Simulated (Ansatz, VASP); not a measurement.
C: VASP beside Ansatz

File INCAR:

```
  PREC = Accurate
  ENCUT = 520
  EDIFF = 1E-6
  ISMEAR = 0
  SIGMA = 0.05
  LREAL = F
  LASPH = T
  NELM = 60
  ALGO = Normal
  ISIF = 2
  LWAVE = F
  LCHARG = F
  GGA = CA
  NBANDS = 26
```

The input KPOINTS:

```
regular mesh
0
Gamma
  12 12 4
```

POSCAR

```
C
1.0
    2.5180184915      0.0000000000      0.0000000000
   -1.2590092457      2.1806679808      0.0000000000
    0.0000000000      0.0000000000      8.3045881819
C
8
Direct
   -0.0195358270     -0.0626525361      0.0904355284
   -0.0307894501      0.0441036278      0.5871343067
    0.0124764065      0.0175546694      0.4112228654
    0.0574043095      0.0055830552      0.9125756497
    0.3220616971      0.6765562193      0.1692530075
    0.6554579775      0.3384069273      0.6449117938
    0.3052507611      0.6335059493      0.3441985592
    0.6976741255      0.3469420879      0.8402682893
```

Input for Ansatz:

```yaml
crystal:
  lattice:
    - [2.5180184915, 0.0, 0.0]
    - [-1.2590092457, 2.1806679808, 0.0]
    - [0.0, 0.0, 8.3045881819]
  atoms:
    - { symbol: C, position: [-0.019535827, -0.0626525361, 0.0904355284] }
    - { symbol: C, position: [-0.0307894501, 0.0441036278, 0.5871343067] }
    - { symbol: C, position: [0.0124764065, 0.0175546694, 0.4112228654] }
    - { symbol: C, position: [0.0574043095, 0.0055830552, 0.9125756497] }
    - { symbol: C, position: [0.3220616971, 0.6765562193, 0.1692530075] }
    - { symbol: C, position: [0.6554579775, 0.3384069273, 0.6449117938] }
    - { symbol: C, position: [0.3052507611, 0.6335059493, 0.3441985592] }
    - { symbol: C, position: [0.6976741255, 0.3469420879, 0.8402682893] }
basis:
  ecutwfc: 420
kpoints:
  mp_grid: { grid: [12, 12, 4] }
hamiltonian:
  xc: lda
scf:
  occupations: { method: gaussian, width: 0.05 }
output:
  forces: true
  eigenvalues: true
  stress: true
```

Alike in both runs: task single point; functional LDA; k mesh 12 × 12 × 4; occupations gaussian, width 0.05 eV; no spin polarisation.

|  | VASP | Ansatz |
| --- | --- | --- |
| version | VASP 6.6.1 | Ansatz 0.2.0 |
| potentials or method | VASP PAW LDA potentials, release 64 (C), cutoff 520 eV | scalar-relativistic, plane waves, PAW |
| valence electrons in the cell | 32 | 32 |

```csv
,VASP,Ansatz,Ansatz less VASP
gap on the k mesh at the Fermi level (eV),1.86,1.87,+0.006
pressure (GPa),-5.2,-6.6,-1.38
"traceless stress, the component that is largest in VASP (GPa)",-2.94,-2.87,+0.070
rms of the force components (eV/Å),2.786,2.775,-0.0106
```

LDA's correlation is that of Perdew and Zunger in VASP and of Perdew and Wang (1992) in Ansatz. Atom by atom the forces differ by 0.014 eV/Å (rms over components).
